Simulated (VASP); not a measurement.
The system is LiCl.

```xyz
2
Lattice="0.0000 2.8014 2.6319 2.8014 0.0000 2.6319 2.8014 2.8014 0.0000" Properties=species:S:1:pos:R:3 pbc="T T T"
Li    0.0000    0.0000    0.0000
Cl    1.4007    1.4007    1.3160
```

This cell differs from its parent crystal: epitaxial xy strain +2.5%.

Base run:

```yaml
Program: VASP 6.6.1
Functional: r2SCAN
Potentials_or_basis: VASP PAW PBE potentials, release 64 (Li_sv, Cl)
Cutoff: 520 eV
k_mesh: 8 × 8 × 8
Occupations: gaussian, width 0.01 eV
Spin: no spin polarisation
```

Its results: band gap on the k mesh 6.65 eV, direct.

The run is repeated on the same cell with these changes: functional from r2SCAN to PBE; occupations from gaussian, width 0.01 eV to fermi-dirac, width 0.02 eV. What comes out?

Band gap on the k mesh 5.94 eV, direct.

A k mesh can miss the band edges.
